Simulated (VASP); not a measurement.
# Ag (I4/mmm) in VASP: notebook

The runs below take Ag through single point, with PBE.

Program: VASP 6.6.1. These are calculated values, not measurements. Logs are shortened: lines on timing, memory, paths and dates and some standing lists are left out, and cuts for length are marked.

## (1) The cell of the first run

Symmetry: I4/mmm, No. 139, tetragonal system. Conventional cell: a = 3.336 Å, b = 3.336 Å, c = 3.066 Å, α = 90.00°, β = 90.00°, γ = 90.00°. Ag (site symmetry 4/mmm) has 14 Ag at 2.81 to 3.34 Å within 3.7 Å.

## (2) Single point, PBE

INCAR reads:

```
SYSTEM = Ag
ALGO = Fast ; EDIFF = 1E-7
ENCUT = 520 ; GGA = PE
ISIF = 2 ; ISMEAR = 0
LASPH = .TRUE. ; LCHARG = .FALSE.
LREAL = .FALSE. ; LWAVE = .FALSE.
NBANDS = 12 ; NELM = 60
PREC = Accurate ; SIGMA = 0.15
```

KPOINTS reads:

```
k-points
0
G
  22 22 22
  0 0 0
```

POSCAR reads:

```
Ag
1.0
    0.0000000000      2.3585866620      1.5330813303
    2.3585866620      0.0000000000      1.5330813303
    2.3585866620      2.3585866620      0.0000000000
Ag
1
Direct
    0.0000000000      0.0000000000      0.0000000000
```

Potentials or basis: VASP PAW PBE potentials, release 64 (Ag).

Run with:

```
> cat potpaw_PBE.64/Ag/POTCAR > POTCAR
> mpirun -np 1 vasp_std > vasp.out
```

OUTCAR:

```text
SYSTEM = Ag
   EDIFF = 1E-7
   ENCUT = 520
   GGA = PE
   ISIF = 2
   ISMEAR = 0
   LASPH = .TRUE.
   LREAL = .FALSE.
   NELM = 60
   PREC = Accurate

 ion  position               nearest neighbor table
   1  0.000  0.000  0.000-

  LATTYP: Found a body centered tetragonal cell.
 ALAT       =     3.3355452454
 C/A-ratio  =     0.9192388155

  Lattice vectors:

 A1 = (   0.0000000000,  -2.3585866620,  -1.5330813303)
 A2 = (   0.0000000000,   2.3585866620,  -1.5330813303)
 A3 = (   2.3585866620,   0.0000000000,   1.5330813303)

Analysis of symmetry for initial positions (statically):
=====================================================================
 Subroutine PRICEL returns:
 Original cell was already a primitive cell.

 Routine SETGRP: Setting up the symmetry group for a
 body centered tetragonal supercell.

 Subroutine GETGRP returns: Found 16 space group operations
 (whereof 16 operations were pure point group operations)
 out of a pool of 16 trial point group operations.

The static configuration has the point symmetry D_4h.

Analysis of symmetry for dynamics (positions and initial velocities):
=====================================================================
 Subroutine PRICEL returns:
 Original cell was already a primitive cell.

 Routine SETGRP: Setting up the symmetry group for a
 body centered tetragonal supercell.

 Subroutine GETGRP returns: Found 16 space group operations
 (whereof 16 operations were pure point group operations)
 out of a pool of 16 trial point group operations.

The dynamic configuration has the point symmetry D_4h.

 Subroutine INISYM returns: Found 16 space group operations
 (whereof 16 operations are pure point group operations),
 and found     1 'primitive' translations

----------------------------------------------------------------------------------------

                                     Primitive cell

  volume of cell :      17.0569

  direct lattice vectors                    reciprocal lattice vectors
     0.000000000  2.358586662  1.533081330    -0.211991362  0.211991362  0.326140558
     2.358586662  0.000000000  1.533081330     0.211991362 -0.211991362  0.326140558
     2.358586662  2.358586662  0.000000000     0.211991362  0.211991362 -0.326140558

  length of vectors
     2.813053396  2.813053396  3.335545245     0.442999254  0.442999254  0.442999254

  position of ions in fractional coordinates (direct lattice)
     0.000000000  0.000000000  0.000000000

[... 78 lines left out ...]
   NSW    =      0    number of steps for IOM
   IBRION =     -1    ionic relax: 0-MD 1-quasi-New 2-CG
   NFREE  =      0    steps in history (QN), initial steepest desc. (CG)
   ISIF   =      2    stress and relaxation
   ISYM   =      2    0-nonsym 1-usesym 2-fastsym
   POTIM  = 0.5000    time-step for ionic-motion
   TEBEG  =    0.0;   TEEND  =   0.0 temperature during run
   PSTRESS=    0.0 pullay stress
   NELECT =      11.0000    total number of electrons
   NUPDOWN=      -1.0000    fix difference up-down
   EMIN   =  10.00;   EMAX   =-10.00  energy-range for DOS
   EFERMI =   0.00;   METHOD = LEGACY
   ISMEAR =     0;   SIGMA  =   0.15  broadening in eV -4-tet -1-fermi 0-gaus
   EFERMI_NEDOS =   21; number of points for ismear=-14 and -15
   IALGO  =     68    algorithm
   IMIX   =      4    mixing-type and parameters
     AMIX     =   0.40;   BMIX     =  1.00
     AMIX_MAG =   1.60;   BMIX_MAG =  1.00
  volume/ion in A,a.u.               =      17.06       115.11
  Fermi-wavevector in a.u.,A,eV,Ry     =   1.414402  2.672832 27.218893  2.000532
  Thomas-Fermi vector in A             =   2.535948
   LORBIT       =      0    0 simple, 1 ext, 2 COOP (PROOUT), +10 PAW based schemes
   GGA     = PE    functional components
   LHFCALC =     F    Hartree Fock is set to
   AEXX    =    0.0000 exact exchange contribution
   IVDW    =     0    specifies the selected vdW correction
   LEPSILON=     F    determine dielectric tensor
   LRPA    =     F    only Hartree local field effects (RPA)
 non-spin polarized calculation
 RMM-DIIS sequential band-by-band and
 Gauss-broadening in eV      SIGMA  =   0.15
  energy-cutoff  :      520.00
  volume of cell :       17.06
 maximum number of plane-waves:       472
 NGX is ok and might be reduce to    24
   NGX = 11   NGY = 11   NGZ = 13

 number of electron      11.0000000 magnetization

 Free energy of the ion-electron system (eV)
  ---------------------------------------------------
  ext. energy  EPLUGINS =         0.00000000
  ---------------------------------------------------
  free energy    TOTEN  =        -2.67374805 eV

  energy without entropy =       -2.67007102  energy(sigma->0) =       -2.67190953

 E-fermi :   8.4586     XC(G=0): -12.2061

 val. band max:        8.4483679620   @ k =   0.5000   0.0455   0.1818
 cond. band min:       8.4669506757   @ k =   0.5000   0.0455   0.1364
 fundamental gap:      0.0185827137
 Fermi energy:         8.4585758906

 k-point     1 :       0.0000    0.0000    0.0000
  band No.  band energies     occupation
      1       0.6672      2.00000
      2       3.2582      2.00000
      3       3.6704      2.00000
      4       3.6704      2.00000
      5       4.5583      2.00000
      6       5.0284      2.00000
      7      25.8526      0.00000
      8      25.8526      0.00000
      9      27.5254      0.00000
     10      32.1022      0.00000
     11      32.1022      0.00000
     12      32.4933      0.00000
[... 331 lines left out ...]
 k-point    24 :      -0.4545    0.0455    0.0000
  band No.  band energies     occupation
      1       2.0786      2.00000
      2       2.6569      2.00000
      3       4.7330      2.00000
      4       5.0107      2.00000
      5       5.7878      2.00000
      6       8.2111      1.98036
      7      13.6149      0.00000
      8      21.4348      0.00000
      9      22.1475      0.00000
     10      28.3427      0.00000
     11      29.2413      0.00000
     12      32.9520      0.00000

 [... further k-points ...]
[... 5 lines left out ...]
  --------------------------------------------------------------------------------------
  -------------------------------------------------------------------------------------
  Total        0.5782796      0.5782796      0.5721056      0.0000000      0.0000000      0.0000000
  in kB       54.3187264     54.3187264     53.7387930      0.0000000      0.0000000      0.0000000
  external PRESSURE =      54.1254153 kB  Pullay stress =       0.0000000 kB

 VOLUME and BASIS-vectors are now :
 -----------------------------------------------------------------------------
  energy-cutoff  :      520.00
  volume of cell :       17.06
      direct lattice vectors                 reciprocal lattice vectors
     0.000000000  2.358586662  1.533081330    -0.211991362  0.211991362  0.326140558
     2.358586662  0.000000000  1.533081330     0.211991362 -0.211991362  0.326140558
     2.358586662  2.358586662  0.000000000     0.211991362  0.211991362 -0.326140558

 POSITION                                       TOTAL-FORCE (eV/Angst)
 -----------------------------------------------------------------------------------
      0.00000      0.00000      0.00000         0.000000     -0.000000      0.000000
 -----------------------------------------------------------------------------------
    total drift:                               -0.000000     -0.000000     -0.000000

  FREE ENERGIE OF THE ION-ELECTRON SYSTEM (eV)
  ---------------------------------------------------
  free  energy   TOTEN  =        -2.6737480537 eV

  energy  without entropy=       -2.6700710153  energy(sigma->0) =       -2.67190953
```

OSZICAR:

```text
N       E                     dE             d eps       ncg     rms          rms(c)
DAV:   1     0.519100747106E+02    0.51910E+02   -0.55099E+03 20248   0.831E+02
DAV:   2    -0.212140515448E+01   -0.54031E+02   -0.51253E+02 23296   0.194E+02
DAV:   3    -0.292580846700E+01   -0.80440E+00   -0.80395E+00 23468   0.250E+01
DAV:   4    -0.292824479519E+01   -0.24363E-02   -0.24362E-02 22636   0.144E+00
DAV:   5    -0.292826397337E+01   -0.19178E-04   -0.19178E-04 23300   0.114E-01    0.522E+00
RMM:   6    -0.268456717289E+01    0.24370E+00   -0.36812E-01 20227   0.550E+00    0.337E+00
RMM:   7    -0.267671290598E+01    0.78543E-02   -0.88548E-03 22692   0.106E+00    0.195E+00
RMM:   8    -0.267375660974E+01    0.29563E-02   -0.70984E-04 22870   0.258E-01    0.180E-01
RMM:   9    -0.267374523995E+01    0.11370E-04   -0.98438E-05 24436   0.867E-02    0.657E-02
RMM:  10    -0.267374693913E+01   -0.16992E-05   -0.17741E-05 23867   0.335E-02    0.220E-02
RMM:  11    -0.267374805678E+01   -0.11176E-05   -0.49169E-06 23753   0.140E-02    0.641E-03
RMM:  12    -0.267374805370E+01    0.30734E-08   -0.37569E-07 21061   0.459E-03
   1 F= -.26737481E+01 E0= -.26719095E+01  d E =-.367704E-02
```

It took 2.9 min on 1 thread of AMD EPYC 7R13 (Zen 3), shared host; peak memory 0.25 GiB.

What came out:

| Quantity | Value |
| --- | --- |
| Free energy | -2.6737 eV |
| Pressure | 5.4 GPa |

Levels at points of the mesh, in eV from the Fermi level:
```csv
k point,band 3,band 4,band 5,band 6,band 7,band 8,band 9,band 10
"(0.00, 0.00, 0.00)",-4.79,-4.79,-3.90,-3.43,17.39,17.39,19.07,23.64
"(0.50, 0.00, 0.00)",-3.69,-3.26,-2.61,0.10,4.46,12.92,13.87,19.59
"(0.50, 0.50, 0.00)",-2.89,-2.89,-2.77,6.09,6.09,8.62,12.06,12.74
"(0.50, 0.00, 0.50)",-4.00,-3.62,-2.66,-0.42,3.59,14.27,15.88,21.03
```

(Continued in part 2 of 2.)
